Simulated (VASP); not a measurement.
InSb2As3, 6 atoms in the cell. The structure is tetragonal, space group P4mm (No. 99). The conventional cell has a = 4.043 Å, b = 4.043 Å, c = 8.597 Å, α = 90.00°, β = 90.00°, γ = 90.00°. In (site symmetry 4mm) has 5 Sb at 3.02 to 3.07 Å and 8 As at 3.55 to 3.83 Å within 4.0 Å. Sb (site symmetry 4mm) has 4 In at 3.02 Å and 5 As at 3.03 to 3.09 Å within 4.0 Å. Sb (site symmetry 4mm) has 8 As at 3.02 to 3.05 Å and 1 In at 3.07 Å within 4.0 Å. As (site symmetry 2mm) has 4 As at 2.86 Å and 4 Sb at 3.03 to 3.05 Å within 3.8 Å. Within 4.0 Å of As (site symmetry 4mm) lie 5 Sb at 3.02 to 3.09 Å and 4 In at 3.55 Å and 4 As at 3.82 Å. 

* Program: VASP 6.6.1
* Task: relaxation of cell and atoms
* Functional: PBE
* Potentials or basis: VASP PAW PBE potentials, release 64 (In_d, Sb, As)
* Cutoff: 600 eV
* k mesh: 4 × 4 × 2
* Occupations: gaussian, width 0.1 eV
* Spin: no spin polarisation
* Dipole correction: no
* Further INCAR settings: ALGO = Normal; EDIFF = 1e-06; IBRION = 2; EDIFFG = -0.04; NSW = 90; ISIF = 3

Potentials or basis: VASP PAW PBE potentials, release 64 (In_d, Sb, As).

Launch:

```sh
$ cat potpaw_PBE.64/In_d/POTCAR potpaw_PBE.64/Sb/POTCAR potpaw_PBE.64/As/POTCAR > POTCAR
$ mpirun -np 1 vasp_std > vasp.out
```

Hardware: 1 thread of Intel(R) Xeon(R) 6975P-C (Granite Rapids), on a shared host.

Q: How long does it take, and how much memory?

A: It took 11 min on 1 thread of Intel(R) Xeon(R) 6975P-C (Granite Rapids) (shared host), peak memory 0.31 GiB. Counts: scf iterations 374, k points 12, ion steps 51.
